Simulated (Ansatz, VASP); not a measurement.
## One calculation of BP, two programs

```
CELL_PARAMETERS angstrom
0.00000 2.26827 2.26827
2.26827 0.00000 2.26827
2.26827 2.26827 0.00000
ATOMIC_POSITIONS crystal
B 0.00000 0.00000 0.00000
P 0.75000 0.75000 0.75000
```

Alike in both runs: task single point; functional r2SCAN; k mesh 10 × 10 × 10; occupations gaussian, width 0.05 eV; no spin polarisation.

|  | VASP | Ansatz |
| --- | --- | --- |
| version | VASP 6.6.1 | Ansatz 0.2.0 |
| potentials or method | VASP PAW PBE potentials, release 64 (B, P), cutoff 520 eV | scalar-relativistic, plane waves, PAW |
| valence electrons in the cell | 8 | 8 |

```tsv
	VASP	Ansatz	Ansatz less VASP
gap on the k mesh at the Fermi level (eV)	1.45	1.42	-0.030
least direct gap on the mesh (eV)	3.64	3.60	-0.040
pressure (GPa)	-0.5	0.0	+0.51
```

VASP's potentials were made for PBE, not for r2SCAN.
